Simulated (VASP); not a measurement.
# SnSe: single point with PBE

The system is SnSe.

```
Sn Se
1.0
     0.00000    3.39084    3.39084
     3.39084    0.00000    3.39084
     3.39084    3.39084    0.00000
Sn Se
1 1
Direct
  0.00000 0.00000 0.00000
  0.75000 0.75000 0.75000
```

```yaml
Program: VASP 6.6.1
Task: single point
Functional: PBE
Potentials_or_basis: VASP PAW PBE potentials, release 64 (Sn_d, Se)
Cutoff: 500 eV
k_mesh: 4 × 4 × 4
Occupations: fermi-dirac, width 0.03 eV
Spin: no spin polarisation
Dipole_correction: no
Further_INCAR_settings: ALGO = Normal; EDIFF = 1e-06; NBANDS = 17
```

- Pressure: -0.3 GPa
- Band gap on the k mesh: 0.07 eV, indirect (least direct gap 0.69 eV)

Levels at points of the mesh, in eV from the valence-band top:
| k point | band 6 | band 7 | band 8 | band 9 | band 10 | band 11 | band 12 | band 13 | band 14 | band 15 |
| --- | --- | --- | --- | --- | --- | --- | --- | --- | --- | --- |
| (0.00, 0.00, 0.00) | -13.16 | -5.36 | -2.23 | -2.23 | -2.23 | 1.49 | 1.49 | 1.49 | 4.80 | 7.44 |
| (0.50, 0.00, 0.00) | -12.73 | -7.10 | -2.73 | -2.73 | -2.15 | 2.24 | 2.24 | 3.26 | 6.34 | 7.38 |
| (0.50, 0.50, 0.00) | -12.57 | -7.37 | -3.40 | -3.40 | -0.62 | 0.07 | 4.25 | 4.25 | 5.56 | 7.23 |

It took 14 s on 1 thread of Intel(R) Xeon(R) Platinum 8375C CPU @ 2.90GHz (Ice Lake) (shared host), peak memory 0.2 GiB.

Caveat: spin-orbit coupling is left out, which moves the levels of the heavy elements. A k mesh can miss the band edges.
